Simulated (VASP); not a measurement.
# SnO (P4/nmm) in VASP: notebook, part 2 of 2

VASP 6.6.1.

### 3 Single point, PBE+D3(BJ)

This run uses another cell than the first one, of the same volume but with other edges.

INCAR

```
SYSTEM = SnO
PREC = Accurate
ENCUT = 520
EDIFF = 1E-6
ISMEAR = 0
SIGMA = 0.02
LREAL = .FALSE.
LASPH = .TRUE.
NELM = 60
ALGO = Normal
ISIF = 2
LWAVE = .FALSE.
LCHARG = .FALSE.
GGA = PE
IVDW = 12
NBANDS = 28
```

KPOINTS

```
Automatic mesh
0
G
  6 6 4
  0 0 0
```

POSCAR

```
SnO
1.0
    3.8619100000      0.0000000000      0.0000000000
    0.0000000000      3.8619100000      0.0000000000
    0.0000000000      0.0000000000      4.6833861865
Sn O
2 2
Direct
    0.5000000000      0.0000000000      0.2369000000
    0.0000000000      0.5000000000      0.7631000000
    0.0000000000      0.0000000000      0.0000000000
    0.5000000000      0.5000000000      0.0000000000
```

Potentials or basis: VASP PAW PBE potentials, release 64 (Sn_d, O).

Command:

```sh
cat potpaw_PBE.64/Sn_d/POTCAR potpaw_PBE.64/O/POTCAR > POTCAR
mpirun -np 1 vasp_std > vasp.out
```

OUTCAR:

```text
SYSTEM = SnO
   PREC = Accurate
   ENCUT = 520
   EDIFF = 1E-6
   ISMEAR = 0
   LREAL = .FALSE.
   LASPH = .TRUE.
   NELM = 60
   ISIF = 2
   GGA = PE
   IVDW = 12
 IVDW          = 12

 ion  position               nearest neighbor table
   1  0.500  0.000  0.237-   3 2.23   4 2.23   4 2.23   3 2.23   2 3.52   2 3.52   2 3.52   2 3.52
                             2 3.68   2 3.68   2 3.68   2 3.68
   2  0.000  0.500  0.763-   3 2.23   4 2.23   3 2.23   4 2.23   1 3.52   1 3.52   1 3.52   1 3.52
                             1 3.68   1 3.68   1 3.68   1 3.68
   3  0.000  0.000  0.000-   1 2.23   2 2.23   2 2.23   1 2.23
   4  0.500  0.500  0.000-   1 2.23   2 2.23   1 2.23   2 2.23

  LATTYP: Found a simple tetragonal cell.
 ALAT       =     3.8619100000
 C/A-ratio  =     1.2127124108

  Lattice vectors:

 A1 = (   3.8619100000,   0.0000000000,   0.0000000000)
 A2 = (   0.0000000000,   3.8619100000,   0.0000000000)
 A3 = (   0.0000000000,   0.0000000000,   4.6833861865)

Analysis of symmetry for initial positions (statically):
=====================================================================
 Subroutine PRICEL returns:
 Original cell was already a primitive cell.

 Routine SETGRP: Setting up the symmetry group for a
 simple tetragonal supercell.

 Subroutine GETGRP returns: Found 16 space group operations
[... 176 lines left out ...]
 fundamental gap:      0.3168789121
 Fermi energy:         7.1702392334

 k-point     1 :       0.0000    0.0000    0.0000
  band No.  band energies     occupation
      1     -14.8389      2.00000
      2     -14.3925      2.00000
      3     -14.3925      2.00000
      4     -14.3653      2.00000
      5     -14.3434      2.00000
      6     -14.3414      2.00000
[... 733 lines left out ...]
     27      16.2502      0.00000
     28      16.2502      0.00000

 [... further k-points ...]

------------------------ aborting loop because EDIFF is reached ----------------------------------------

 Edisp (eV)   -0.94141

 E8    (eV) :    -0.4085

  FORCE on cell =-STRESS in cart. coord.  units (eV):
  Direction    XX          YY          ZZ          XY          YZ          ZX
  --------------------------------------------------------------------------------------
  -------------------------------------------------------------------------------------
  Total       0.59593     0.59593     1.52168     0.00000    -0.00000     0.00000
  in kB      13.66918    13.66918    34.90353     0.00000    -0.00000     0.00000
  external pressure =       20.75 kB  Pullay stress =        0.00 kB

 VOLUME and BASIS-vectors are now :
 -----------------------------------------------------------------------------
  energy-cutoff  :      520.00
  volume of cell :       69.85
      direct lattice vectors                 reciprocal lattice vectors
     3.861910000  0.000000000  0.000000000     0.258939230  0.000000000  0.000000000
     0.000000000  3.861910000  0.000000000     0.000000000  0.258939230  0.000000000
     0.000000000  0.000000000  4.683386186     0.000000000  0.000000000  0.213520722

 POSITION                                       TOTAL-FORCE (eV/Angst)
 -----------------------------------------------------------------------------------
      1.93095      0.00000      1.10949        -0.000000      0.000000      0.766662
      0.00000      1.93095      3.57389        -0.000000     -0.000000     -0.766662
      0.00000      0.00000      0.00000        -0.000000     -0.000000      0.000000
      1.93095      1.93095      0.00000         0.000000      0.000000      0.000000
 -----------------------------------------------------------------------------------
    total drift:                                0.000000      0.000000     -0.000000

  FREE ENERGIE OF THE ION-ELECTRON SYSTEM (eV)
  ---------------------------------------------------
  free  energy   TOTEN  =       -23.5927298891 eV

  energy  without entropy=      -23.5927298891  energy(sigma->0) =      -23.59272989
```

stdout:

```text
POSCAR found type information on POSCAR SnO
 POSCAR found :  2 types and       4 ions
 scaLAPACK will be used
 LDA part: xc-table for (Slater+PW92), standard interpolation
 POSCAR, INCAR and KPOINTS ok, starting setup
 FFT: planning ... GRIDC
 FFT: planning ... GRID_SOFT
 FFT: planning ... GRID
 WAVECAR not read
 entering main loop
```

It took 1.7 min on 1 thread of Intel Xeon 8259CL, shared host; peak memory 0.2 GiB.

What came out:

```
Free energy                : -23.5927 eV
Pressure                   : 2.1 GPa
Largest force              : 0.767 eV/Å
Band gap on the k mesh     : 0.32 eV (least direct gap 1.90 eV)
Dispersion energy per atom : -0.235 eV
```

Forces in eV/Å, atoms in the order of the input:
```
Sn   0.000  0.000  0.767
Sn   0.000  0.000 -0.767
O    0.000  0.000  0.000
O    0.000  0.000  0.000
```

Levels at points of the mesh, in eV from the valence-band top:
| k point | band 17 | band 18 | band 19 | band 20 | band 21 | band 22 | band 23 | band 24 |
| --- | --- | --- | --- | --- | --- | --- | --- | --- |
| (0.00, 0.00, 0.00) | -3.28 | -3.18 | -3.18 | -0.02 | 2.16 | 4.72 | 4.82 | 4.82 |
| (0.50, 0.00, 0.00) | -4.74 | -4.74 | -2.40 | -2.40 | 3.52 | 3.52 | 6.02 | 6.02 |
| (0.50, 0.50, 0.00) | -2.50 | -2.50 | -1.58 | -1.58 | 0.32 | 0.32 | 4.90 | 4.90 |
| (0.00, 0.00, 0.50) | -3.19 | -3.19 | -2.83 | -1.75 | 1.54 | 3.05 | 3.05 | 3.55 |
| (0.50, 0.00, 0.50) | -4.74 | -4.74 | -1.45 | -1.45 | 2.89 | 2.89 | 5.47 | 5.47 |
| (0.50, 0.50, 0.50) | -2.51 | -2.51 | -2.50 | -2.50 | 2.69 | 2.69 | 4.45 | 4.45 |

Caveat: three body term missing; spin-orbit coupling is left out, which moves the levels of the heavy elements. A k mesh can miss the band edges.
